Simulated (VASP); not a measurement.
## C: relaxation of cell and atoms with PBE

The system is C.

```
CELL_PARAMETERS angstrom
2.25204 0.00000 0.00000
0.00000 2.25204 0.00000
0.00000 0.00000 2.25204
ATOMIC_POSITIONS crystal
C 0.00000 0.00000 0.00000
```

| Item | Value |
| --- | --- |
| Program | VASP 6.6.1 |
| Task | relaxation of cell and atoms |
| Functional | PBE |
| Potentials or basis | VASP PAW PBE potentials, release 64 (C) |
| Cutoff | 600 eV |
| k mesh | 8 × 8 × 8 |
| Occupations | gaussian, width 0.1 eV |
| Spin | no spin polarisation |
| Dipole correction | no |
| Further INCAR settings | ALGO = Normal; EDIFF = 1e-07; IBRION = 2; EDIFFG = -0.04; NSW = 90; ISIF = 3 |

```yaml
Relaxed_volume: 5.39 Å³/atom
Relaxed_cell: a = 1.753 Å, b = 1.753 Å, c = 1.753 Å, α = 90.00°, β = 90.00°, γ = 90.00°
Space_group_after_relaxing_to_0.05_Å: Pm-3m (No. 221)
Energy_gained_by_relaxing: 1578.9 meV/atom
Ionic_steps: 6
Pressure_after_relaxing: 1.0 GPa
Band_gap_on_the_k_mesh: zero (band 2 reaches 21.01 eV, above the bottom of band 3 at 8.81 eV)
```

The path:
```csv
step,energy change (eV),largest force (eV/Å),pressure (GPa),volume (Å³)
1,0.0000,0.0000,-44.00,11.42
2,-1.3080,0.0000,-39.09,6.98
3,-1.5494,0.0000,-21.41,5.81
4,-0.7190,0.0000,237.84,3.88
5,-1.5742,0.0000,-9.36,5.56
6,-1.5789,0.0000,1.02,5.39
```

Final structure:
```
C
1.0
     1.75282    0.00000    0.00000
     0.00000    1.75282    0.00000
     0.00000    0.00000    1.75282
C
1
Direct
  0.00000 0.00000 0.00000
```

Levels at points of the mesh, in eV from the Fermi level:
```tsv
k point	band 1	band 2	band 3	band 4	band 5
(0.00, 0.00, 0.00)	-22.90	9.36	9.36	9.36	25.61
(0.50, 0.00, 0.00)	-13.12	-12.87	12.81	12.81	30.04
(0.50, 0.50, 0.00)	-6.52	-6.52	-2.84	7.86	15.60
(0.50, 0.50, 0.50)	-1.28	-1.28	-1.28	9.01	17.36
```

Wall time 5.7 s on 1 thread of Intel(R) Xeon(R) Platinum 8488C (Sapphire Rapids) (shared host), peak memory 0.11 GiB.

Caveat: the volume moved by over 15 % at a fixed basis, so the end points are rough.
